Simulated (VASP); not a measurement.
# C (C2/c) in VASP: further runs

Runs on C. Level: PBEsol. Tasks: single point.

Program: VASP 6.6.1. These are calculated values, not measurements. Logs are shortened: lines on timing, memory, paths and dates and some standing lists are left out, and cuts for length are marked.

### 1 The cell of the first run

It takes space group C2/c (No. 15, monoclinic). The conventional cell has a = 2.459 Å, b = 4.259 Å, c = 7.337 Å, α = 90.00°, β = 95.14°, γ = 90.00°. Within 1.9 Å of C (site symmetry 2) lie 3 C at 1.42 Å. Within 1.9 Å of C (site symmetry 2) lie 3 C at 1.42 Å.

### 2 Single point, PBEsol

The input, INCAR:

```
SYSTEM = C
  ALGO = Normal
  EDIFF = 1E-7
  ENCUT = 520
  GGA = PS
  ISIF = 2
  ISMEAR = 0
  LASPH = .TRUE.
  LCHARG = .FALSE.
  LREAL = .FALSE.
  LWAVE = .FALSE.
  NBANDS = 16
  NELM = 100
  PREC = Accurate
  SIGMA = 0.1
```

The input, KPOINTS:

```
k-points
0
G
  24 24 8
  0 0 0
```

The input, POSCAR:

```
C
1.0
    2.4588786538      0.0000000000      0.0000000000
   -1.2294393269      2.1294513790      0.0000000000
    0.6576298801      0.0000000000      7.3069986673
C
4
Direct
    0.0000000000      0.0000000000      0.2500000000
    0.0000000000      0.0000000000      0.7500000000
    0.3333333334      0.6666666667      0.2500000000
    0.6666666666      0.3333333333      0.7500000000
```

Potentials or basis: VASP PAW PBE potentials, release 64 (C).

On the command line:

```console
> cat potpaw_PBE.64/C/POTCAR > POTCAR
> mpirun -np 1 vasp_std > vasp.out
```

OUTCAR:

```text
SYSTEM = C
   EDIFF = 1E-7
   ENCUT = 520
   GGA = PS
   ISIF = 2
   ISMEAR = 0
   LASPH = .TRUE.
   LREAL = .FALSE.
   NELM = 100
   PREC = Accurate

 ion  position               nearest neighbor table
   1  0.000  0.000  0.250-   3 1.42   3 1.42   3 1.42
   2  0.000  0.000  0.750-   4 1.42   4 1.42   4 1.42
   3  0.333  0.667  0.250-   1 1.42   1 1.42   1 1.42
   4  0.667  0.333  0.750-   2 1.42   2 1.42   2 1.42

  LATTYP: Found a base centered monoclinic cell.
 ALAT       =     2.4588786538
 B/A-ratio  =     1.7320508076
 C/A-ratio  =     2.9836902750
 COS(beta)  =    -0.0896376995

  Lattice vectors:

 A1 = (  -1.2294393269,   2.1294513790,   0.0000000000)
 A2 = (  -1.2294393269,  -2.1294513790,   0.0000000000)
 A3 = (   0.6576298801,   0.0000000000,   7.3069986673)

Analysis of symmetry for initial positions (statically):
=====================================================================
 Subroutine PRICEL returns:
 Original cell was already a primitive cell.

 Routine SETGRP: Setting up the symmetry group for a
 base centered monoclinic supercell.

 Subroutine GETGRP returns: Found  4 space group operations
 (whereof  2 operations were pure point group operations)
 out of a pool of  4 trial point group operations.

The static configuration has the point symmetry S_2 .
 The point group associated with its full space group is C_2h.

Analysis of symmetry for dynamics (positions and initial velocities):
=====================================================================
 Subroutine PRICEL returns:
 Original cell was already a primitive cell.

 Routine SETGRP: Setting up the symmetry group for a
 base centered monoclinic supercell.

 Subroutine GETGRP returns: Found  4 space group operations
 (whereof  2 operations were pure point group operations)
 out of a pool of  4 trial point group operations.

The dynamic configuration has the point symmetry S_2 .
 The point group associated with its full space group is C_2h.

 Subroutine INISYM returns: Found  4 space group operations
 (whereof  2 operations are pure point group operations),
 and found     1 'primitive' translations

----------------------------------------------------------------------------------------

                                     Primitive cell

  volume of cell :      38.2599

  direct lattice vectors                    reciprocal lattice vectors
     2.458878654  0.000000000  0.000000000     0.406689447  0.234802262 -0.036602050
    -1.229439327  2.129451379  0.000000000     0.000000000  0.469604523  0.000000000
     0.657629880  0.000000000  7.306998667     0.000000000  0.000000000  0.136855095

  length of vectors
     2.458878654  2.458878654  7.336532327     0.471028787  0.469604523  0.136855095

  position of ions in fractional coordinates (direct lattice)
     0.000000000  0.000000000  0.250000000
     0.000000000  0.000000000  0.750000000
     0.333333333  0.666666667  0.250000000
     0.666666667  0.333333333  0.750000000

  ion indices of the primitive-cell ions
   primitive index   ion index
                 1           1
                 2           2
                 3           3
                 4           4

----------------------------------------------------------------------------------------

 KPOINTS: k-points

Automatic generation of k-mesh.
 Grid dimensions read from file:
 generate k-points for:   24   24    8

 Generating k-lattice:

  Cartesian coordinates                     Fractional coordinates (reciprocal lattice)
     0.016945394  0.009783428 -0.001525085     0.041666667  0.000000000  0.000000000
     0.000000000  0.019566855  0.000000000     0.000000000  0.041666667  0.000000000
     0.000000000  0.000000000  0.017106887     0.000000000  0.000000000  0.125000000

  Length of vectors
     0.019626199  0.019566855  0.017106887

  Shift w.r.t. Gamma in fractional coordinates (k-lattice)
     0.000000000  0.000000000  0.000000000

 Subroutine IBZKPT returns following result:
 ===========================================

 Found   1214 irreducible k-points:

 Following reciprocal coordinates:
            Coordinates               Weight
  0.000000  0.000000  0.000000      1.000000
  0.041667  0.000000 -0.000000      4.000000
  0.083333 -0.000000  0.000000      4.000000
  0.125000 -0.000000 -0.000000      4.000000
  0.166667 -0.000000  0.000000      4.000000
  0.208333  0.000000 -0.000000      4.000000
[... 16 lines left out ...]
  0.375000  0.041667 -0.000000      4.000000
  0.416667  0.041667 -0.000000      4.000000
 [... further k-points ...]
   k-points           NKPTS =   1214   k-points in BZ     NKDIM =   1214   number of bands    NBANDS=     16
   number of dos      NEDOS =    301   number of ions     NIONS =      4
   total plane-waves  NPLWV =  18144
   dimension x,y,z NGX =    18 NGY =   18 NGZ =   56
   dimension x,y,z NGXF=    36 NGYF=   36 NGZF=  112
   ions per type =               4
   NGX,Y,Z   is equivalent  to a cutoff of  12.17, 12.17, 12.69 a.u.
   NGXF,Y,Z  is equivalent  to a cutoff of  24.34, 24.34, 25.38 a.u.
 SYSTEM =  C
   PREC   = accura    normal or accurate (medium, high low for compatibility)
   ISTART =      0    job   : 0-new  1-cont  2-samecut
   ICHARG =      2    charge: 1-file 2-atom 10-const
   ISPIN  =      1    spin polarized calculation?
   LNONCOLLINEAR =      F non collinear calculations
   LSORBIT =      F    spin-orbit coupling
   LASPH  =      T    aspherical Exc in radial PAW
   ENCUT  =  520.0 eV  38.22 Ry    6.18 a.u.   4.57  4.57 13.64*2*pi/ulx,y,z
   NELM   =    100;   NELMIN=  2; NELMDL= -5     # of ELM steps
   EDIFF  = 0.1E-06   stopping-criterion for ELM
   LREAL  =      F    real-space projection
   EDIFFG = 0.1E-05   stopping-criterion for IOM
   NSW    =      0    number of steps for IOM
   IBRION =     -1    ionic relax: 0-MD 1-quasi-New 2-CG
   NFREE  =      0    steps in history (QN), initial steepest desc. (CG)
   ISIF   =      2    stress and relaxation
   ISYM   =      2    0-nonsym 1-usesym 2-fastsym
   POTIM  = 0.5000    time-step for ionic-motion
   TEBEG  =    0.0;   TEEND  =   0.0 temperature during run
   PSTRESS=    0.0 pullay stress
   NELECT =      16.0000    total number of electrons
   NUPDOWN=      -1.0000    fix difference up-down
   EMIN   =  10.00;   EMAX   =-10.00  energy-range for DOS
   EFERMI =   0.00;   METHOD = LEGACY
   ISMEAR =     0;   SIGMA  =   0.10  broadening in eV -4-tet -1-fermi 0-gaus
   EFERMI_NEDOS =   21; number of points for ismear=-14 and -15
   IALGO  =     38    algorithm
   IMIX   =      4    mixing-type and parameters
     AMIX     =   0.40;   BMIX     =  1.00
     AMIX_MAG =   1.60;   BMIX_MAG =  1.00
  volume/ion in A,a.u.               =       9.56        64.55
  Fermi-wavevector in a.u.,A,eV,Ry     =   1.224241  2.313480 20.391945  1.498766
  Thomas-Fermi vector in A             =   2.359323
   LORBIT       =      0    0 simple, 1 ext, 2 COOP (PROOUT), +10 PAW based schemes
   GGA     = PS    functional components
   LHFCALC =     F    Hartree Fock is set to
   AEXX    =    0.0000 exact exchange contribution
   IVDW    =     0    specifies the selected vdW correction
   LEPSILON=     F    determine dielectric tensor
   LRPA    =     F    only Hartree local field effects (RPA)
 non-spin polarized calculation
 Gauss-broadening in eV      SIGMA  =   0.10
  energy-cutoff  :      520.00
  volume of cell :       38.26
 maximum number of plane-waves:      1050
   NGX =  9   NGY =  9   NGZ = 27

 number of electron      15.9999995 magnetization

 Free energy of the ion-electron system (eV)
  ---------------------------------------------------
  ext. energy  EPLUGINS =         0.00000000
  ---------------------------------------------------
  free energy    TOTEN  =       -38.57944094 eV

  energy without entropy =      -38.57917102  energy(sigma->0) =      -38.57930598

 E-fermi :   3.9284     XC(G=0):  -9.9572

 val. band max:        3.9117906415   @ k =  -0.3333  -0.3333   0.3750
 cond. band min:       3.9399305586   @ k =   0.3333   0.3333   0.0000
 fundamental gap:      0.0281399172
 Fermi energy:         3.9283691141

 k-point     1 :       0.0000    0.0000    0.0000
  band No.  band energies     occupation
      1     -15.6838      2.00000
      2     -15.5297      2.00000
      3      -4.3766      2.00000
      4      -3.1014      2.00000
      5       0.9406      2.00000
      6       0.9414      2.00000
[... 8 lines left out ...]
     15      15.4594      0.00000
     16      15.5407      0.00000

 k-point     2 :       0.0417    0.0000   -0.0000
  band No.  band energies     occupation
      1     -15.6422      2.00000
      2     -15.4886      2.00000
      3      -4.3258      2.00000
      4      -3.0536      2.00000
      5       0.7709      2.00000
      6       0.7775      2.00000
[... 8 lines left out ...]
     15      15.3105      0.00000
     16      15.3967      0.00000

 k-point     3 :       0.0833   -0.0000    0.0000
  band No.  band energies     occupation
      1     -15.5177      2.00000
      2     -15.3658      2.00000
      3      -4.1735      2.00000
      4      -2.9106      2.00000
      5       0.2859      2.00000
      6       0.2961      2.00000
[... 8 lines left out ...]
     15      14.8781      0.00000
     16      14.9786      0.00000

 k-point     4 :       0.1250   -0.0000   -0.0000
  band No.  band energies     occupation
      1     -15.3107      2.00000
      2     -15.1612      2.00000
      3      -3.9206      2.00000
      4      -2.6734      2.00000
      5      -0.4504      2.00000
      6      -0.4351      2.00000
[... 8 lines left out ...]
     15      14.1974      0.00000
     16      14.3274      0.00000
[... 324 lines left out ...]
 k-point    22 :       0.3333    0.0417    0.0000
  band No.  band energies     occupation
      1     -12.7081      2.00000
      2     -12.5889      2.00000
      3      -6.2363      2.00000
      4      -6.1795      2.00000
      5      -2.1319      2.00000
      6      -2.1095      2.00000
[... 8 lines left out ...]
     15      18.5755      0.00000
     16      19.8595      0.00000

 k-point    23 :       0.3750    0.0417   -0.0000
  band No.  band energies     occupation
      1     -11.9984      2.00000
      2     -11.8875      2.00000
      3      -7.2978      2.00000
      4      -7.2327      2.00000
      5      -2.3730      2.00000
      6      -2.3501      2.00000
[... 8 lines left out ...]
     15      17.7661      0.00000
     16      19.2765      0.00000

 k-point    24 :       0.4167    0.0417   -0.0000
  band No.  band energies     occupation
      1     -11.2333      2.00000
      2     -11.1325      2.00000
      3      -8.3008      2.00000
      4      -8.2292      2.00000
      5      -2.5364      2.00000
      6      -2.5132      2.00000
[... 8 lines left out ...]
     15      16.7476      0.00000
     16      18.6372      0.00000

 [... further k-points ...]

------------------------ aborting loop because EDIFF is reached ----------------------------------------

  FORCE on cell =-STRESS in cart. coord.  units (eV):
  Direction    XX          YY          ZZ          XY          YZ          ZX
  --------------------------------------------------------------------------------------
  -------------------------------------------------------------------------------------
  Total        0.2254229      0.2281484     -0.0064754      0.0000000      0.0000000     -0.0265235
  in kB        9.4398435      9.5539754     -0.2711647      0.0000000      0.0000000     -1.1107041
  external PRESSURE =       6.2408847 kB  Pullay stress =       0.0000000 kB

 VOLUME and BASIS-vectors are now :
 -----------------------------------------------------------------------------
  energy-cutoff  :      520.00
  volume of cell :       38.26
      direct lattice vectors                 reciprocal lattice vectors
     2.458878654  0.000000000  0.000000000     0.406689447  0.234802262 -0.036602050
    -1.229439327  2.129451379  0.000000000     0.000000000  0.469604523  0.000000000
     0.657629880  0.000000000  7.306998667     0.000000000  0.000000000  0.136855095

 POSITION                                       TOTAL-FORCE (eV/Angst)
 -----------------------------------------------------------------------------------
      0.16441      0.00000      1.82675        -0.000000     -0.001214      0.000000
      0.49322      0.00000      5.48025         0.000000      0.001214     -0.000000
      0.16441      1.41963      1.82675         0.000000     -0.002354      0.000000
      1.72266      0.70982      5.48025        -0.000000      0.002354     -0.000000
 -----------------------------------------------------------------------------------
    total drift:                               -0.000000      0.000000      0.000000

  FREE ENERGIE OF THE ION-ELECTRON SYSTEM (eV)
  ---------------------------------------------------
  free  energy   TOTEN  =       -38.5794409380 eV

  energy  without entropy=      -38.5791710236  energy(sigma->0) =      -38.57930598
```

It took 7.2 min on 1 thread of Intel Xeon Platinum 8375C at 2.90GHz (Ice Lake), shared host; peak memory 0.58 GiB.

Results:

```
Free energy            : -38.5794 eV
Pressure               : 0.6 GPa
Band gap on the k mesh : 0.03 eV, indirect (the least direct gap lies 3.7 meV higher)
```

Forces in eV/Å, atoms in the order of the input:
```
C    0.000 -0.001  0.000
C    0.000  0.001  0.000
C    0.000 -0.002  0.000
C    0.000  0.002  0.000
```

Caveat: the PAW data sets were made with another functional, which shifts forces and pressure a little; this functional lacks dispersion, which binds the layers, so the pressure and a relaxed spacing across them are unreliable.

### 3 Single point, PBEsol (shear of c along a, cell held: +4.5 %, then relaxed in part)

The input, INCAR:

```
SYSTEM = C
ALGO     = Normal         ! electronic algorithm
EDIFF    = 1E-7           ! SCF threshold, eV
ENCUT    = 520            ! plane-wave cutoff, eV
GGA      = PS             ! functional
ISIF     = 2              ! what is computed and relaxed
ISMEAR   = 0              ! smearing method
LASPH    = .TRUE.         ! aspherical terms in the spheres
LCHARG   = .TRUE.         ! write CHGCAR
LELF     = .TRUE.         ! ELF
LREAL    = .FALSE.        ! projectors in reciprocal space
LVHAR    = .TRUE.       
LWAVE    = .FALSE.        ! write WAVECAR
NBANDS   = 16             ! bands
NELM     = 100            ! most SCF steps
PREC     = Accurate       ! precision mode
SIGMA    = 0.1            ! smearing width, eV
```

KPOINTS is that of step 2.

The input, POSCAR:

```
C
1.0
    2.4588786538      0.0000000000      0.0000000000
   -1.2294393269      2.1294513790      0.0000000000
    0.3288149400      0.0000000000      7.3069986673
C
4
Direct
    0.0000000000      0.0000000000      0.2500000000
    0.0000000000      0.0000000000      0.7500000000
    0.3333333334      0.6666666667      0.2500000000
    0.6666666667      0.3333333333      0.7500000000
```

Potentials or basis: VASP PAW PBE potentials, release 64 (C).

On the command line:

```console
> cat potpaw_PBE.64/C/POTCAR > POTCAR
> mpirun -np 1 vasp_std > vasp.out
```

Wall time 4.1 min (1 thread of Intel Xeon 6975P-C (Granite Rapids), shared host); peak memory 0.57 GiB.

The run converged. Its results:

```yaml
Free_energy: -38.5804 eV
Pressure: 0.6 GPa
```

Stress tensor (GPa, compression positive):
```
 0.96  0.00 -0.06
 0.00  0.96  0.00
-0.06  0.00 -0.08
```

Levels at points of the mesh, in eV from the Fermi level:
```
           k point  band 4  band 5  band 6  band 7  band 8  band 9  band 10  band 11  band 12  band 13
(0.00, 0.00, 0.00)   -7.03   -2.99   -2.99   -2.98   -2.98    3.48     8.35     8.35     8.37     8.37
(0.50, 0.00, 0.00)  -13.25   -6.42   -6.40   -2.61   -2.19    1.48     1.96     7.34     7.55    10.81
(0.00, 0.50, 0.00)  -13.25   -6.42   -6.40   -2.61   -2.19    1.47     1.97     7.35     7.54    10.78
(0.00, 0.00, 0.50)   -7.72   -2.99   -2.99   -2.98   -2.98    5.53     5.53     8.35     8.35     8.36
(0.50, 0.00, 0.50)  -13.27   -6.41   -6.41   -2.46   -2.30    1.53     1.73     7.44     7.44    11.71
(0.00, 0.50, 0.50)  -13.28   -6.41   -6.41   -2.38   -2.38    1.63     1.63     7.44     7.44    11.94
```

Caveat: the cell differs from its parent crystal (shear of c along a, cell held: +4.5 %, then relaxed in part); the PAW data sets were made with another functional, which shifts forces and pressure a little; this functional lacks dispersion, which binds the layers, so the pressure and a relaxed spacing across them are unreliable.
